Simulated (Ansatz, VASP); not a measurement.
## Two plane-wave programs on HfN

The input INCAR:

```
SYSTEM = HfN
PREC = Accurate
ENCUT = 520
EDIFF = 1E-7
ISMEAR = 0
SIGMA = 0.15
LREAL = .FALSE.
LASPH = .TRUE.
NELM = 60
ALGO = Normal
ISIF = 2
LWAVE = .FALSE.
LCHARG = .TRUE.
GGA = PS
LELF = .TRUE.
LVHAR = .TRUE.
NBANDS = 23
```

Contents of KPOINTS:

```
Automatic mesh
0
G
  14 14 10
  0 0 0
```

POSCAR

```
HfN
1.0
    0.0000000000     -2.2508000098     -2.2508000098
    0.0000000000      2.2508000098     -2.2508000098
    4.5016000196      0.0000000000      0.0000000000
Hf N
2 2
Direct
    0.5002121738      0.4997878262      0.5000000000
   -0.0002121738      0.0002121738      0.0000000000
    0.5049537942      0.4950462058      0.0000000000
   -0.0049537942      0.0049537942      0.5000000000
```

Input for Ansatz:

```yaml
crystal:
  lattice:
    - [0.0, -2.2508000098, -2.2508000098]
    - [0.0, 2.2508000098, -2.2508000098]
    - [4.5016000196, 0.0, 0.0]
  atoms:
    - { symbol: Hf, position: [0.5002121738, 0.4997878262, 0.5] }
    - { symbol: Hf, position: [-0.0002121738, 0.0002121738, 0.0] }
    - { symbol: "N", position: [0.5049537942, 0.4950462058, 0.0] }
    - { symbol: "N", position: [-0.0049537942, 0.0049537942, 0.5] }
basis:
  ecutwfc: 520.0
kpoints:
  mp_grid: { grid: [14, 14, 10] }
hamiltonian:
  xc: pbesol
  pseudopotentials: { kind: paw, azcp: { folder: soft_1 } }
scf:
  occupations: { method: gaussian, width: 0.15 }
output:
  forces: true
  stress: true
  eigenvalues: true
```

Change from the starting cell: mode 4 frozen in at +0.000 Å and mode 11 at -0.022 Å (largest displacements).

Alike in both runs: task single point; functional PBEsol; k mesh 14 × 14 × 10; occupations gaussian, width 0.15 eV; no spin polarisation.

```csv
,VASP,Ansatz
version,VASP 6.6.1,Ansatz 0.2.0
potentials or method,"VASP PAW PBE potentials, release 64 (Hf_pv, N), cutoff 520 eV","scalar-relativistic, plane waves, PAW"
valence electrons in the cell,30,62
```

VASP gave:

| Quantity | Value |
| --- | --- |
| gap on the k mesh at the Fermi level (eV) | none |
| pressure (GPa) | -2.1 |
| traceless stress, the component that is largest in VASP (GPa) | -0.56 |
| rms of the force components (eV/Å) | 0.137 |

Q: Estimate Ansatz's values.

A: gap on the k mesh at the Fermi level (eV): none; pressure (GPa): 0.1; traceless stress, the component that is largest in VASP (GPa): -0.56; rms of the force components (eV/Å): 0.138.

VASP's potentials were made for PBE, not for PBEsol, and Ansatz warns of the same on its side. Atom by atom the forces differ by 0.002 eV/Å (rms over components). A gap of «none» marks a metal or a gap that the smearing closes. VASP's potentials hold 30 valence electrons a cell and Ansatz's 62, so a difference there can come from the potentials and not from the codes.

Spin-orbit coupling is off throughout.
